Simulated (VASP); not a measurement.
# Si (P2/m) in VASP: further runs, part 2 of 2

VASP 6.6.1.

## (4) Single point, LDA

The input, INCAR:

```
SYSTEM = Si
PREC     = Accurate       ! precision mode
ENCUT    = 520            ! plane-wave cutoff, eV
EDIFF    = 1E-6           ! SCF threshold, eV
ISMEAR   = 0              ! smearing method
SIGMA    = 0.15           ! smearing width, eV
LREAL    = .False.        ! projectors in reciprocal space
LASPH    = .True.         ! aspherical terms in the spheres
NELM     = 60             ! most SCF steps
ALGO     = Normal         ! electronic algorithm
ISIF     = 2              ! what is computed and relaxed
LWAVE    = .False.        ! write WAVECAR
LCHARG   = .False.        ! write CHGCAR
GGA      = CA             ! functional
NBANDS   = 16             ! bands
```

The input, KPOINTS:

```
regular mesh
0
Gamma
  22 24 7
  0 0 0
```

The input, POSCAR:

```
Si
1.0
    1.3042457136     -2.2590198415      0.0000000000
    0.0000000000      0.0000000000     -2.4707612060
    7.9558988530      4.2921376989      0.0000000000
Si
4
Direct
   -0.0875000000      0.0000000000      0.8750000000
    0.4875000000      0.0000000000      0.1250000000
   -0.0375000000      0.0000000000      0.3750000000
    0.4375000000      0.0000000000      0.6250000000
```

Potentials or basis: VASP PAW LDA potentials, release 64 (Si).

Run with:

```bash
$ cat potpaw_LDA.64/Si/POTCAR > POTCAR
$ mpirun -np 1 vasp_std > vasp.out
```

OUTCAR:

```text
SYSTEM = Si
   PREC = Accurate
   ENCUT = 520
   EDIFF = 1E-6
   ISMEAR = 0
   LREAL = .False.
   LASPH = .True.
   NELM = 60
   ISIF = 2
   GGA = CA

 ion  position               nearest neighbor table
   1  0.913  0.000  0.875-   2 2.49   4 2.61   4 2.61   2 2.75
   2  0.487  0.000  0.125-   1 2.49   3 2.61   3 2.61   1 2.75
   3  0.962  0.000  0.375-   2 2.61   4 2.61   4 2.61   2 2.61
   4  0.438  0.000  0.625-   3 2.61   1 2.61   3 2.61   1 2.61

  LATTYP: Found a simple monoclinic cell.
 ALAT       =     2.6084914272
 B/A-ratio  =     0.9471992816
 C/A-ratio  =     3.4655446903
 COS(beta)  =    -0.0288554928

  Lattice vectors:

 A1 = (   1.3042457136,  -2.2590198415,   0.0000000000)
 A2 = (   0.0000000000,   0.0000000000,   2.4707612060)
 A3 = (  -7.9558988530,  -4.2921376989,   0.0000000000)

Analysis of symmetry for initial positions (statically):
=====================================================================
 Subroutine PRICEL returns:
 Original cell was already a primitive cell.

 Routine SETGRP: Setting up the symmetry group for a
 simple monoclinic supercell.

 Subroutine GETGRP returns: Found  4 space group operations
[... 175 lines left out ...]
 fundamental gap:      0.0034177038
 Fermi energy:         9.7610672580

 k-point     1 :       0.0000    0.0000    0.0000
  band No.  band energies     occupation
      1      -4.4095      2.00000
      2      -2.6522      2.00000
      3      -2.6491      2.00000
      4       2.1626      2.00000
      5       2.9256      2.00000
      6      10.7484      0.00000
[... 433 lines left out ...]
      3       1.9640      2.00000
      4       2.4357      2.00000
      5       2.9192      2.00000
      6       3.0669      2.00000
[... 8 lines left out ...]
     15      20.6824      0.00000
     16      21.0282      0.00000

 [... further k-points ...]

------------------------ aborting loop because EDIFF is reached ----------------------------------------

  FORCE on cell =-STRESS in cart. coord.  units (eV):
  Direction    XX          YY          ZZ          XY          YZ          ZX
  --------------------------------------------------------------------------------------
  -------------------------------------------------------------------------------------
  Total        0.3804009      0.7655018     -0.7274178      0.2262021      0.0000000      0.0000000
  in kB       10.4653052     21.0599132    -20.0121737      6.2231037      0.0000000      0.0000000
  external PRESSURE =       3.8376815 kB  Pullay stress =       0.0000000 kB

 VOLUME and BASIS-vectors are now :
 -----------------------------------------------------------------------------
  energy-cutoff  :      520.00
  volume of cell :       58.24
      direct lattice vectors                 reciprocal lattice vectors
     1.304245714 -2.259019841  0.000000000     0.182097589 -0.337535769  0.000000000
     0.000000000  0.000000000 -2.470761206     0.000000000  0.000000000 -0.404733569
     7.955898853  4.292137699  0.000000000     0.095840836  0.055333733  0.000000000

 POSITION                                       TOTAL-FORCE (eV/Angst)
 -----------------------------------------------------------------------------------
      8.15154      1.69426      0.00000        -0.050811     -0.160685      0.000000
      1.63031     -0.56475      0.00000         0.050811      0.160685      0.000000
      4.23880     -0.56475      0.00000        -0.001594      0.015813      0.000000
      5.54304      1.69426      0.00000         0.001594     -0.015813      0.000000
 -----------------------------------------------------------------------------------
    total drift:                                0.000000     -0.000000      0.000000

  FREE ENERGIE OF THE ION-ELECTRON SYSTEM (eV)
  ---------------------------------------------------
  free  energy   TOTEN  =       -22.9352662994 eV

  energy  without entropy=      -22.9182842725  energy(sigma->0) =      -22.92677529
```

stdout:

```text
POSCAR found type information on POSCAR Si
 POSCAR found :  1 types and       4 ions
 scaLAPACK will be used
 LDA part: xc-table for (Slater(with rela. corr.)+CA(PZ))
 , standard interpolation
 POSCAR, INCAR and KPOINTS ok, starting setup
 FFT: planning ... GRIDC
 FFT: planning ... GRID_SOFT
 FFT: planning ... GRID
 WAVECAR not read
 entering main loop
```

Wall time 16 min (1 thread of Oxide Virtual Turin-like, shared host); peak memory 0.64 GiB.

Results:

```yaml
Free_energy: -22.9353 eV
Pressure: 0.4 GPa
Largest_force: 0.169 eV/Å
Band_gap_on_the_k_mesh: zero (bands 8 and 9 overlap by 7.74 eV)
```

Forces in eV/Å, atoms in the order of the input:
```
Si  -0.051 -0.161  0.000
Si   0.051  0.161  0.000
Si  -0.002  0.016  0.000
Si   0.002 -0.016  0.000
```

## (5) Single point, LDA

The input, INCAR:

```
ALGO = Normal
EDIFF = 1E-6
ENCUT = 520
GGA = CA
ISIF = 2
ISMEAR = 0
LASPH = T
LCHARG = T
LELF = T
LREAL = F
LVHAR = T
LWAVE = F
NBANDS = 16
NELM = 80
PREC = Accurate
SIGMA = 0.15
```

The input, KPOINTS:

```
k-points
0
Gamma
  22 24 7
```

The input, POSCAR:

```
Si
1.0
    1.3042457136     -2.2590198415      0.0000000000
    0.0000000000      0.0000000000     -2.4707612060
    8.2167479957      3.8403337306      0.0000000000
Si
4
Direct
   -0.2625000000      0.0000000000      0.8750000000
    0.4625000000      0.0000000000      0.1250000000
   -0.1125000000      0.0000000000      0.3750000000
    0.3125000000      0.0000000000      0.6250000000
```

Run with:

```bash
$ cat potpaw_LDA.64/Si/POTCAR > POTCAR
$ mpirun -np 1 vasp_std > vasp.out
```

Wall time 15 min (1 thread of Oxide Virtual Turin-like, shared host); peak memory 0.64 GiB.

It converged, with:

```yaml
Free_energy: -22.8224 eV
Pressure: 2.3 GPa
Largest_force: 0.955 eV/Å
Band_gap_on_the_k_mesh: zero (bands 8 and 9 overlap by 7.99 eV)
```

Forces in eV/Å, atoms in the order of the input:
```
Si  -0.694 -0.657  0.000
Si   0.694  0.657  0.000
Si  -0.002  0.057  0.000
Si   0.002 -0.057  0.000
```

Stress tensor (GPa, compression positive):
```
 3.74  3.26  0.00
 3.26  4.17  0.00
 0.00  0.00 -1.12
```

Levels at points of the mesh, in eV from the Fermi level:
| k point | band 4 | band 5 | band 6 | band 7 | band 8 | band 9 | band 10 | band 11 | band 12 | band 13 |
| --- | --- | --- | --- | --- | --- | --- | --- | --- | --- | --- |
| (0.00, 0.00, 0.00) | -7.55 | -6.84 | 0.91 | 1.09 | 5.51 | 5.93 | 6.81 | 6.94 | 7.50 | 7.79 |
| (0.50, 0.00, 0.00) | -7.25 | -6.52 | -6.45 | -3.20 | -3.02 | -1.35 | -0.66 | 3.83 | 5.37 | 7.11 |
| (0.00, 0.50, 0.00) | -7.22 | -5.62 | -5.58 | -3.05 | -2.02 | -1.89 | 1.46 | 5.27 | 5.62 | 8.13 |
| (0.50, 0.50, 0.00) | -3.15 | -2.93 | -2.53 | -2.43 | -2.30 | -1.34 | -1.19 | 0.95 | 1.35 | 1.79 |

## (6) The runs side by side

| cell | gap on the mesh (eV) | pressure (GPa) | largest force (eV/Å) |
| --- | --- | --- | --- |
| a = 2.608, b = 2.471, c = 9.051 Å, angles 90.0, 86.7, 90.0°, 4 atoms | none | 1.2 | 0.51 |
| a = 2.608, b = 2.471, c = 9.096 Å, angles 90.0, 83.4, 90.0°, 4 atoms | none | 3.1 | 1.35 |
| a = 2.608, b = 2.471, c = 9.040 Å, angles 90.0, 88.3, 90.0°, 4 atoms | none | 0.4 | 0.17 |
| a = 2.608, b = 2.471, c = 9.070 Å, angles 90.0, 85.1, 90.0°, 4 atoms | none | 2.3 | 0.96 |

Alike in all rows: task single point; level LDA; potentials or basis VASP PAW LDA potentials, release 64 (Si); no spin polarisation; k mesh 22 × 24 × 7; cutoff (eV) 520; smearing gaussian 0.15 eV.

Caveats: the cell stands under pressure (at least some runs); forces of over 1 eV/Å act on the atoms, so gaps and moduli don't describe the material at rest (at least some runs).

Absolute energies hang on the potentials; compare differences alone.
